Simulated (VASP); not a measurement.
# HfGe3W2 (Cmmm) in VASP: a series of runs, part 2 of 2

VASP 6.6.1.

## (3) Single point, PBE

This run uses another cell than the first one, of 19.40 Å³/atom.

The input, INCAR:

```
SYSTEM = HfGe3W2
ALGO = Normal
EDIFF = 1E-6
ENCUT = 520
GGA = PE
ISIF = 2
ISMEAR = 0
LASPH = .TRUE.
LCHARG = .FALSE.
LREAL = .FALSE.
LWAVE = .FALSE.
NBANDS = 49
NELM = 80
PREC = Accurate
SIGMA = 0.1
```

The input, KPOINTS:

```
k-points
0
G
  4 4 4
  0 0 0
```

The input, POSCAR:

```
HfGe3W2
1.0
    2.8769602000     -4.6845300200      0.0000000000
    2.8769602000      4.6845300200      0.0000000000
    0.0000000000      0.0000000000      4.3186035400
Hf Ge W
1 3 2
Direct
    0.5000000000      0.5000000000      0.0000000000
    0.1558577600      0.8441422400      0.0000000000
    0.8441422400      0.1558577600      0.0000000000
    0.0000000000      0.0000000000      0.5000000000
    0.0000000000      0.5000000000      0.5000000000
    0.5000000000      0.0000000000      0.5000000000
```

Potentials or basis: VASP PAW PBE potentials, release 64 (Hf_pv, Ge_d, W_sv).

Run with:

```
cat potpaw_PBE.64/Hf_pv/POTCAR potpaw_PBE.64/Ge_d/POTCAR potpaw_PBE.64/W_sv/POTCAR > POTCAR
mpirun -np 1 vasp_std > vasp.out
```

OUTCAR:

```text
SYSTEM = HfGe3W2
   EDIFF = 1E-6
   ENCUT = 520
   GGA = PE
   ISIF = 2
   ISMEAR = 0
   LASPH = .TRUE.
   LREAL = .FALSE.
   NELM = 80
   PREC = Accurate

 ion  position               nearest neighbor table
   1  0.500  0.500  0.000-   2 3.22   3 3.22   2 3.23   3 3.23   2 3.23   3 3.23   5 3.50   6 3.50
                             5 3.50   6 3.50   6 3.50   6 3.50   5 3.50   5 3.50
   2  0.156  0.844  0.000-   4 2.61   4 2.61   6 2.74   5 2.74   5 2.74   6 2.74   3 2.92   1 3.22
                             1 3.23   1 3.23
   3  0.844  0.156  0.000-   4 2.61   4 2.61   6 2.74   5 2.74   5 2.74   6 2.74   2 2.92   1 3.22
                             1 3.23   1 3.23
   4  0.000  0.000  0.500-   2 2.61   3 2.61   2 2.61   3 2.61   5 2.75   6 2.75   5 2.75   6 2.75

   5  0.000  0.500  0.500-   2 2.74   3 2.74   2 2.74   3 2.74   4 2.75   4 2.75   6 2.88   6 2.88
                             1 3.50   1 3.50   1 3.50   1 3.50
   6  0.500  0.000  0.500-   2 2.74   3 2.74   2 2.74   3 2.74   4 2.75   4 2.75   5 2.88   5 2.88
                             1 3.50   1 3.50   1 3.50   1 3.50

  LATTYP: Found a base centered orthorhombic cell.
 ALAT       =     5.7539204000
 B/A-ratio  =     1.6282915627
 C/A-ratio  =     0.7505497539

  Lattice vectors:

 A1 = (   2.8769602000,  -4.6845300200,   0.0000000000)
 A2 = (   2.8769602000,   4.6845300200,   0.0000000000)
 A3 = (   0.0000000000,   0.0000000000,   4.3186035400)

Analysis of symmetry for initial positions (statically):
=====================================================================
 Subroutine PRICEL returns:
 Original cell was already a primitive cell.

 Routine SETGRP: Setting up the symmetry group for a
 base centered orthorhombic supercell.

 Subroutine GETGRP returns: Found  8 space group operations
 (whereof  8 operations were pure point group operations)
 out of a pool of  8 trial point group operations.

The static configuration has the point symmetry D_2h.

Analysis of symmetry for dynamics (positions and initial velocities):
=====================================================================
 Subroutine PRICEL returns:
 Original cell was already a primitive cell.

 Routine SETGRP: Setting up the symmetry group for a
 base centered orthorhombic supercell.

 Subroutine GETGRP returns: Found  8 space group operations
 (whereof  8 operations were pure point group operations)
 out of a pool of  8 trial point group operations.

The dynamic configuration has the point symmetry D_2h.

 Subroutine INISYM returns: Found  8 space group operations
 (whereof  8 operations are pure point group operations),
 and found     1 'primitive' translations

----------------------------------------------------------------------------------------

                                     Primitive cell

  volume of cell :     116.4054

  direct lattice vectors                    reciprocal lattice vectors
     2.876960200 -4.684530020  0.000000000     0.173794549 -0.106734293  0.000000000
     2.876960200  4.684530020  0.000000000     0.173794549  0.106734293  0.000000000
     0.000000000  0.000000000  4.318603540     0.000000000  0.000000000  0.231556333

  length of vectors
     5.497428626  5.497428626  4.318603540     0.203952824  0.203952824  0.231556333

[... 45 lines left out ...]
  0.000000  0.000000  0.000000      1.000000
  0.250000  0.000000  0.000000      4.000000
  0.500000  0.000000  0.000000      2.000000
  0.250000  0.250000  0.000000      2.000000
  0.500000  0.250000  0.000000      4.000000
 -0.250000  0.250000  0.000000      2.000000
[... 13 lines left out ...]
 -0.250000  0.250000  0.500000      2.000000
  0.500000  0.500000  0.500000      1.000000
   k-points           NKPTS =     21   k-points in BZ     NKDIM =     21   number of bands    NBANDS=     49
   number of dos      NEDOS =    301   number of ions     NIONS =      6
   total plane-waves  NPLWV =  56448
   dimension x,y,z NGX =    42 NGY =   42 NGZ =   32
   dimension x,y,z NGXF=    84 NGYF=   84 NGZF=   64
   ions per type =               1   3   2
   NGX,Y,Z   is equivalent  to a cutoff of  12.70, 12.70, 12.32 a.u.
   NGXF,Y,Z  is equivalent  to a cutoff of  25.40, 25.40, 24.64 a.u.
 SYSTEM =  HfGe3W2
   PREC   = accura    normal or accurate (medium, high low for compatibility)
   ISTART =      0    job   : 0-new  1-cont  2-samecut
   ICHARG =      2    charge: 1-file 2-atom 10-const
   ISPIN  =      1    spin polarized calculation?
   LNONCOLLINEAR =      F non collinear calculations
   LSORBIT =      F    spin-orbit coupling
   LASPH  =      T    aspherical Exc in radial PAW
   ENCUT  =  520.0 eV  38.22 Ry    6.18 a.u.  10.22 10.22  8.03*2*pi/ulx,y,z
   NELM   =     80;   NELMIN=  2; NELMDL= -5     # of ELM steps
   EDIFF  = 0.1E-05   stopping-criterion for ELM
   LREAL  =      F    real-space projection
   EDIFFG = 0.1E-04   stopping-criterion for IOM
   NSW    =      0    number of steps for IOM
   IBRION =     -1    ionic relax: 0-MD 1-quasi-New 2-CG
   NFREE  =      0    steps in history (QN), initial steepest desc. (CG)
   ISIF   =      2    stress and relaxation
   ISYM   =      2    0-nonsym 1-usesym 2-fastsym
   POTIM  = 0.5000    time-step for ionic-motion
   TEBEG  =    0.0;   TEEND  =   0.0 temperature during run
   PSTRESS=    0.0 pullay stress
   NELECT =      80.0000    total number of electrons
   NUPDOWN=      -1.0000    fix difference up-down
   EMIN   =  10.00;   EMAX   =-10.00  energy-range for DOS
   EFERMI =   0.00;   METHOD = LEGACY
   ISMEAR =     0;   SIGMA  =   0.10  broadening in eV -4-tet -1-fermi 0-gaus
   EFERMI_NEDOS =   21; number of points for ismear=-14 and -15
   IALGO  =     38    algorithm
   IMIX   =      4    mixing-type and parameters
     AMIX     =   0.40;   BMIX     =  1.00
     AMIX_MAG =   1.60;   BMIX_MAG =  1.00
  volume/ion in A,a.u.               =      19.40       130.92
  Fermi-wavevector in a.u.,A,eV,Ry     =   1.444709  2.730104 28.397869  2.087185
  Thomas-Fermi vector in A             =   2.562973
   LORBIT       =      0    0 simple, 1 ext, 2 COOP (PROOUT), +10 PAW based schemes
   GGA     = PE    functional components
   LHFCALC =     F    Hartree Fock is set to
   AEXX    =    0.0000 exact exchange contribution
   IVDW    =     0    specifies the selected vdW correction
   LEPSILON=     F    determine dielectric tensor
   LRPA    =     F    only Hartree local field effects (RPA)
 non-spin polarized calculation
 Gauss-broadening in eV      SIGMA  =   0.10
  energy-cutoff  :      520.00
  volume of cell :      116.41
 maximum number of plane-waves:      3168
 NGX is ok and might be reduce to    42
   NGX = 21   NGY = 21   NGZ = 17

 number of electron      79.9999975 magnetization

 Free energy of the ion-electron system (eV)
  ---------------------------------------------------
  ext. energy  EPLUGINS =         0.00000000
  ---------------------------------------------------
  free energy    TOTEN  =       -46.77037485 eV

  energy without entropy =      -46.75696932  energy(sigma->0) =      -46.76367208

 E-fermi :   7.2997     XC(G=0): -11.6959

 val. band max:        7.2676143671   @ k =   0.2500   0.2500   0.5000
 cond. band min:       7.3259641663   @ k =   0.5000   0.0000   0.2500
 fundamental gap:      0.0583497992
 Fermi energy:         7.2996574886

 k-point     1 :       0.0000    0.0000    0.0000
  band No.  band energies     occupation
      1     -66.8934      2.00000
      2     -66.8622      2.00000
      3     -31.4016      2.00000
      4     -31.1110      2.00000
      5     -31.0706      2.00000
      6     -31.0495      2.00000
[... 1081 lines left out ...]
     48      10.2900      0.00000
     49      10.5429      0.00000

------------------------ aborting loop because EDIFF is reached ----------------------------------------

  FORCE on cell =-STRESS in cart. coord.  units (eV):
  Direction    XX          YY          ZZ          XY          YZ          ZX
  --------------------------------------------------------------------------------------
  -------------------------------------------------------------------------------------
  Total      -18.4444617     -7.1401598     -2.1317309     -0.0000000      0.0000000      0.0000000
  in kB     -253.8653071    -98.2755090    -29.3406515     -0.0000000      0.0000000      0.0000000
  external PRESSURE =    -127.1604892 kB  Pullay stress =       0.0000000 kB

 VOLUME and BASIS-vectors are now :
 -----------------------------------------------------------------------------
  energy-cutoff  :      520.00
  volume of cell :      116.41
      direct lattice vectors                 reciprocal lattice vectors
     2.876960200 -4.684530020  0.000000000     0.173794549 -0.106734293  0.000000000
     2.876960200  4.684530020  0.000000000     0.173794549  0.106734293  0.000000000
     0.000000000  0.000000000  4.318603540     0.000000000  0.000000000  0.231556333

 POSITION                                       TOTAL-FORCE (eV/Angst)
 -----------------------------------------------------------------------------------
      2.87696      0.00000      0.00000        -0.000000      0.000000     -0.000000
      2.87696      3.22429      0.00000         0.000000     -1.313988      0.000000
      2.87696     -3.22429      0.00000         0.000000      1.313988     -0.000000
      0.00000      0.00000      2.15930         0.000000      0.000000     -0.000000
      1.43848      2.34227      2.15930         0.000000      0.000000     -0.000000
      1.43848     -2.34227      2.15930         0.000000      0.000000     -0.000000
 -----------------------------------------------------------------------------------
    total drift:                               -0.000000     -0.000000      0.000000

  FREE ENERGIE OF THE ION-ELECTRON SYSTEM (eV)
  ---------------------------------------------------
  free  energy   TOTEN  =       -46.7703748527 eV

  energy  without entropy=      -46.7569693159  energy(sigma->0) =      -46.76367208
```

OSZICAR:

```text
N       E                     dE             d eps       ncg     rms          rms(c)
DAV:   1     0.971726143988E+03    0.97173E+03   -0.40738E+04  2644   0.380E+03
DAV:   2     0.102000332924E+03   -0.86973E+03   -0.84172E+03  2082   0.953E+02
DAV:   3    -0.396816614117E+02   -0.14168E+03   -0.13471E+03  2248   0.231E+02
DAV:   4    -0.495801769765E+02   -0.98985E+01   -0.95387E+01  2585   0.615E+01
DAV:   5    -0.499074684486E+02   -0.32729E+00   -0.32571E+00  2612   0.117E+01    0.336E+01
DAV:   6    -0.471061000408E+02    0.28014E+01   -0.78534E+00  2739   0.130E+01    0.192E+01
DAV:   7    -0.468617751350E+02    0.24432E+00   -0.16954E+00  2665   0.794E+00    0.111E+01
DAV:   8    -0.468388042458E+02    0.22971E-01   -0.99495E-01  2524   0.432E+00    0.320E+00
DAV:   9    -0.467718670699E+02    0.66937E-01   -0.21394E-01  2554   0.194E+00    0.901E-01
DAV:  10    -0.467706039706E+02    0.12631E-02   -0.29591E-02  2700   0.128E+00    0.813E-01
DAV:  11    -0.467704101779E+02    0.19379E-03   -0.24397E-03  2836   0.303E-01    0.785E-02
DAV:  12    -0.467703744950E+02    0.35683E-04   -0.22750E-04  2548   0.120E-01    0.414E-02
DAV:  13    -0.467703753155E+02   -0.82054E-06   -0.23757E-05  2500   0.426E-02    0.861E-03
DAV:  14    -0.467703748527E+02    0.46285E-06   -0.22828E-06  1900   0.117E-02
   1 F= -.46770375E+02 E0= -.46763672E+02  d E =-.134055E-01
```

It took 4.3 min on 1 thread of Intel Xeon 8259CL, shared host; peak memory 0.29 GiB.

Results:

* Free energy: -46.7704 eV
* Pressure: -12.7 GPa
* Largest force: 1.314 eV/Å
* Band gap on the k mesh: zero (bands 40 and 41 overlap by 0.46 eV)

Forces on the atoms (eV/Å):
```
Hf   0.000  0.000  0.000
Ge   0.000 -1.314  0.000
Ge   0.000  1.314  0.000
Ge   0.000  0.000  0.000
W    0.000  0.000  0.000
W    0.000  0.000  0.000
```

Caveat: the k points lie up to 0.36 Å⁻¹ apart; spin-orbit coupling is left out, which moves the levels of the heavy elements; forces of over 1 eV/Å act on the atoms, so gaps and moduli don't describe the material at rest.
